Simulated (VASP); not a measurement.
# Sr4Ti4O11 (a cell with a defect) in VASP: a series of runs, part 2 of 2

VASP 6.6.1.

## Step 3: Single point, LDA

Input file INCAR:

```
SYSTEM = Sr4Ti4O11
PREC = Accurate ; ENCUT = 520
EDIFF = 1E-6 ; ISMEAR = 0
SIGMA = 0.02 ; LREAL = Auto
LASPH = .TRUE. ; NELM = 80
ALGO = Normal ; ISIF = 2
LWAVE = .FALSE. ; LCHARG = .FALSE.
GGA = CA ; NBANDS = 92
NELECT = 152.0
```

Input file KPOINTS:

```
Automatic mesh
0
G
  3 3 3
  0 0 0
```

Input file POSCAR:

```
Sr4Ti4O11
1.0
   -3.8540230074      3.8540230074      3.8540230074
    3.8540230074     -3.8540230074      3.8540230074
    3.8540230074      3.8540230074     -3.8540230074
Sr Ti O
4 4 11
Direct
   -0.0016612511     -0.0016612511     -0.0033225022
    0.5016612502      0.5016612502      0.0033225022
    0.5016612502     -0.0016612511      0.4999999990
   -0.0016612511      0.5016612502      0.4999999990
    0.5147292832      0.5147292832      0.5000001288
   -0.0147291544     -0.0147291544      0.5000001288
    0.0000000000      0.5000001288      0.0000000000
    0.5000001288      0.0000000000      0.0000000000
    0.2360739669      0.4802540090      0.2558200867
    0.7755660758      0.0197459901      0.2558199570
    0.7244339213      0.4802540090      0.7441800411
    0.2639260321      0.0197461198      0.7441800411
    0.7500000634      0.7500000634      0.5000001288
    0.7500000634      0.2499999347      0.0000000000
    0.2499999347      0.7500000634      0.0000000000
    0.4802540090      0.2360739669      0.2558200867
    0.0197459901      0.7755660758      0.2558199570
    0.0197461198      0.2639260321      0.7441800411
    0.4802540090      0.7244339213      0.7441800411
```

Potentials or basis: VASP PAW LDA potentials, release 64 (Sr_sv, Ti_sv, O).

Started as:

```sh
> cat potpaw_LDA.64/Sr_sv/POTCAR potpaw_LDA.64/Ti_sv/POTCAR potpaw_LDA.64/O/POTCAR > POTCAR
> mpirun -np 1 vasp_std > vasp.out
```

Run time: 3.2 min. Hardware: 1 thread of AMD EPYC 9R45 (Zen 5), shared host; peak memory 0.3 GiB.

Results (log left out):

```yaml
Free_energy: -177.9169 eV
Largest_force: 0.137 eV/Å
```

Forces in eV/Å, atoms in the order of the input:
```
Sr   0.003  0.003  0.000
Sr  -0.003 -0.003  0.000
Sr   0.003 -0.003  0.000
Sr  -0.003  0.003  0.000
Ti   0.000  0.000 -0.137
Ti   0.000  0.000  0.137
Ti   0.000  0.000  0.000
Ti   0.000  0.000  0.000
O    0.000 -0.017 -0.003
O    0.000 -0.017  0.003
O    0.000  0.017 -0.003
O    0.000  0.017  0.003
O    0.000  0.000  0.000
O    0.000  0.000  0.000
O    0.000  0.000  0.000
O   -0.017  0.000 -0.003
O   -0.017  0.000  0.003
O    0.017  0.000  0.003
O    0.017  0.000 -0.003
```

Levels at points of the mesh, in eV from the Fermi level:
```
           k point  band 74  band 75  band 76  band 77  band 78  band 79
(0.00, 0.00, 0.00)    -0.37    -0.37    -0.17     1.70     1.96     1.96
```

Caveat: the cell carries a net charge on a neutralising background, which shifts energy and pressure; the cell is charged against a uniform background, so pressure and absolute levels hang on convention.

## Step 4: Single point, LDA

Input file INCAR:

```
PREC = Accurate
ENCUT = 520
EDIFF = 1E-6
ISMEAR = 0
SIGMA = 0.02
LREAL = Auto
LASPH = True
NELM = 100
ALGO = Normal
ISIF = 2
LWAVE = False
LCHARG = True
GGA = CA
LELF = True
LVHAR = True
NELECT = 152.0
NBANDS = 92
```

Input file KPOINTS:

```
Automatic mesh
0
Gamma
  3 3 3
```

Input file POSCAR:

```
Sr4Ti4O11
1.0
   -3.8540230074      3.8540230074      3.8540230074
    3.8540230074     -3.8540230074      3.8540230074
    3.8540230074      3.8540230074     -3.8540230074
Sr Ti O
4 4 11
Direct
   -0.0016613808     -0.0033227617     -0.0016613808
    0.5016613799      0.4999999990     -0.0016613808
    0.5016613799      0.0033227617      0.5016613799
   -0.0016613808      0.4999999990      0.5016613799
    0.5147292832      0.5000001288      0.5147292832
    0.0000000000      0.0000000000      0.5000001288
   -0.0147291544      0.5000001288     -0.0147291544
    0.5000001288      0.0000000000      0.0000000000
    0.2360739669      0.2558200867      0.4802540090
    0.7500000634      0.0000000000      0.2499999347
    0.7500000634      0.5000001288      0.7500000634
    0.2499999347      0.0000000000      0.7500000634
    0.7244339213      0.7441800411      0.4802540090
    0.7755660758      0.2558199570      0.0197459901
    0.2639260321      0.7441800411      0.0197461198
    0.4802540090      0.2558200867      0.2360739669
    0.0197461198      0.7441800411      0.2639260321
    0.0197459901      0.2558199570      0.7755660758
    0.4802540090      0.7441800411      0.7244339213
```

Potentials or basis: VASP PAW LDA potentials, release 64 (Sr_sv, Ti_sv, O).

Started as:

```sh
> cat potpaw_LDA.64/Sr_sv/POTCAR potpaw_LDA.64/Ti_sv/POTCAR potpaw_LDA.64/O/POTCAR > POTCAR
> mpirun -np 1 vasp_std > vasp.out
```

OUTCAR:

```text
PREC = Accurate
   ENCUT = 520
   EDIFF = 1E-6
   ISMEAR = 0
   LREAL = Auto
   LASPH = True
   NELM = 100
   ISIF = 2
   GGA = CA
   NELECT = 152.0

 ion  position               nearest neighbor table
   1  0.998  0.997  0.998-  14 2.63  18 2.63  16 2.63   9 2.63  11 2.71  12 2.73  10 2.73  15 2.83
                            17 2.83  13 2.83  19 2.83   7 3.26   5 3.26   8 3.34   6 3.34   6 3.34
   2  0.502  0.500  0.998-  16 2.63  18 2.63  13 2.63  15 2.63  11 2.71  12 2.73  10 2.73   9 2.83
                            14 2.83  17 2.83  19 2.83   7 3.26   5 3.26   6 3.34   8 3.34   8 3.34
   3  0.502  0.003  0.502-  15 2.63  17 2.63  13 2.63  19 2.63  11 2.71  10 2.73  12 2.73  18 2.83
[... 786 lines left out ...]
  external PRESSURE =    -126.4889917 kB  Pullay stress =       0.0000000 kB

 VOLUME and BASIS-vectors are now :
 -----------------------------------------------------------------------------
  energy-cutoff  :      520.00
  volume of cell :      228.98
      direct lattice vectors                 reciprocal lattice vectors
    -3.854023007  3.854023007  3.854023007     0.000000000  0.129734565  0.129734565
     3.854023007 -3.854023007  3.854023007     0.129734565  0.000000000  0.129734565
     3.854023007  3.854023007 -3.854023007     0.129734565  0.129734565  0.000000000

 POSITION                                       TOTAL-FORCE (eV/Angst)
 -----------------------------------------------------------------------------------
      3.84122      3.85402      3.84122         0.002762     -0.000000      0.002762
      3.84122      3.85402      0.01281         0.002762     -0.000000     -0.002762
      0.01281      3.85402      0.01281        -0.002762     -0.000000     -0.002762
      0.01281      3.85402      3.84122        -0.002762     -0.000000      0.002762
      1.92701      2.04054      1.92701         0.000000     -0.136664      0.000000
      1.92701      1.92701     -1.92701         0.000000     -0.000000      0.000000
[... 11 lines left out ...]
      3.89888      2.07922     -1.92701        -0.016994      0.003339      0.000000
      3.80916      1.77481      1.92701         0.016994     -0.003339      0.000000
 -----------------------------------------------------------------------------------
    total drift:                               -0.003807     -0.001781     -0.003829

  FREE ENERGIE OF THE ION-ELECTRON SYSTEM (eV)
  ---------------------------------------------------
  free  energy   TOTEN  =      -177.9169108075 eV

  energy  without entropy=     -177.9169108075  energy(sigma->0) =     -177.91691081
```

stdout:

```text
POSCAR found type information on POSCAR SrTiO
 POSCAR found :  3 types and      19 ions
 scaLAPACK will be used
 LDA part: xc-table for (Slater(with rela. corr.)+CA(PZ))
 , standard interpolation
 POSCAR, INCAR and KPOINTS ok, starting setup
 FFT: planning ... GRIDC
 FFT: planning ... GRID_SOFT
 FFT: planning ... GRID
 WAVECAR not read
 entering main loop
 the old and the new charge density differ
 old charge density:   154.00000 new  152.00000
    0.546E+01
```

Wall time 3.2 min (1 thread of AMD EPYC 9R45 (Zen 5), shared host); peak memory 0.3 GiB.

What came out:

```yaml
Free_energy: -177.9169 eV
Largest_force: 0.137 eV/Å
```

Forces in eV/Å, atoms in the order of the input:
```
Sr   0.003  0.000  0.003
Sr   0.003  0.000 -0.003
Sr  -0.003  0.000 -0.003
Sr  -0.003  0.000  0.003
Ti   0.000 -0.137  0.000
Ti   0.000  0.000  0.000
Ti   0.000  0.137  0.000
Ti   0.000  0.000  0.000
O    0.000 -0.003 -0.017
O    0.000  0.000  0.000
O    0.000  0.000  0.000
O    0.000  0.000  0.000
O    0.000 -0.003  0.017
O    0.000  0.003 -0.017
O    0.000  0.003  0.017
O   -0.017 -0.003  0.000
O    0.017  0.003  0.000
O   -0.017  0.003  0.000
O    0.017 -0.003  0.000
```

Caveat: the cell carries a net charge on a neutralising background, which shifts energy and pressure; the cell is charged against a uniform background, so pressure and absolute levels hang on convention.
